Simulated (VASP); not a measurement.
MgSe: electric field gradients with PBE

Crystal: MgSe.

```xyz
2
Lattice="0.0000 2.7255 2.7255 2.7255 0.0000 2.7255 2.7255 2.7255 0.0000" Properties=species:S:1:pos:R:3 pbc="T T T"
Mg    0.0000    0.0000    0.0000
Se    2.7255    2.7255    2.7255
```

| Property | Result |
| --- | --- |
| Program | VASP 6.6.1 |
| Task | electric field gradients |
| Functional | PBE |
| Potentials or basis | VASP PAW PBE potentials, release 64 (Mg, Se) |
| Cutoff | 520 eV |
| k mesh | 9 × 9 × 9 |
| Occupations | gaussian, width 0.05 eV |
| Spin | no spin polarisation |
| Dipole correction | no |
| Further INCAR settings | ALGO = Normal; EDIFF = 1e-08; NBANDS = 11 |

```json
{
 "Pressure": "1.9 GPa",
 "Band gap on the k mesh": "1.93 eV, indirect (least direct gap 2.60 eV)"
}
```

Levels at points of the mesh, in eV from the valence-band top:
| k point | band 1 | band 2 | band 3 | band 4 | band 5 | band 6 | band 7 | band 8 |
| --- | --- | --- | --- | --- | --- | --- | --- | --- |
| (0.00, 0.00, 0.00) | -12.94 | 0.00 | 0.00 | 0.00 | 2.60 | 7.41 | 7.41 | 7.41 |

Run time: 16 s on 1 thread of Intel Xeon 6975P-C (shared host), peak memory 0.17 GiB.

Caveat: without QUAD_EFG the Cq values of the log hold for a quadrupole moment of 1 mb, not for the nuclei. A k mesh can miss the band edges.
